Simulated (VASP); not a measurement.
Set up this calculation in VASP 6.6.1, as the native input.

- Task: single point
- Functional: PBE
- Potentials or basis: VASP PAW PBE potentials, release 64 (Ti_sv, Os, C, N)
- Cutoff: 520 eV
- k mesh: 4 × 4 × 4
- Occupations: gaussian, width 0.1 eV
- Spin: collinear spin
- Starting moments: [1.0, 1.0, 0.0, 0.0, 0.0, 0.0, 0.0, 0.0, 0.0, 0.0] μB
- Dipole correction: no
- Further INCAR settings: ALGO = Normal; EDIFF = 1e-06; NBANDS = 43

The structure of TiOsC4N4 lies in POSCAR:

```
TiOsC4N4
1.0
    7.2025896700      0.0000000000      0.0000000000
    0.0000000000      7.2025896700      0.0000000000
    0.0000000000      0.0000000000      4.3358892200
Ti Os C N
1 1 4 4
Direct
    0.0000000000      0.0000000000      0.0000000000
    0.5000000000      0.5000000000      0.0000000000
    0.1902611400      0.8097388600      0.0000000000
    0.8097388600      0.1902611400      0.0000000000
    0.1902611400      0.1902611400      0.0000000000
    0.8097388600      0.8097388600      0.0000000000
    0.3051246800      0.6948753200      0.0000000000
    0.6948753200      0.3051246800      0.0000000000
    0.3051246800      0.3051246800      0.0000000000
    0.6948753200      0.6948753200      0.0000000000
```

One way to write it, as run:

INCAR

```
SYSTEM = TiOsC4N4
PREC = Accurate
ENCUT = 520
EDIFF = 1E-6
ISMEAR = 0
SIGMA = 0.1
LREAL = .False.
LASPH = .True.
NELM = 150
ALGO = Normal
ISIF = 2
LWAVE = .False.
LCHARG = .False.
ISPIN = 2
MAGMOM = 1 1 0 0 0 0 0 0 0 0
LORBIT = 11
LMAXMIX = 4
GGA = PE
NBANDS = 43
```

KPOINTS

```
Automatic mesh
0
Gamma
  4 4 4
  0 0 0
```

Potentials or basis: VASP PAW PBE potentials, release 64 (Ti_sv, Os, C, N).

Run with:

```console
$ cat potpaw_PBE.64/Ti_sv/POTCAR potpaw_PBE.64/Os/POTCAR potpaw_PBE.64/C/POTCAR potpaw_PBE.64/N/POTCAR > POTCAR
$ mpirun -np 1 vasp_std > vasp.out
```

Results of the run:

| Item | Value |
| --- | --- |
| Pressure | 5.4 GPa |
| Largest force | 2.859 eV/Å |
| Net moment | -0.45 μB per cell |
| Site moments | Ti -0.43; Os +0.21; C +0.01; N -0.02 μB |
| Valence electrons inside the program's atomic spheres | Ti 10.54; Os 7.21; C 2.66; N 3.90 |

Caveat: the k points lie up to 0.36 Å⁻¹ apart; a moment this small can come from the mesh or the smearing; forces of over 1 eV/Å act on the atoms, so gaps and moduli don't describe the material at rest.

It took 27 min on 1 thread of Intel Xeon 8259CL (shared host), peak memory 0.56 GiB.
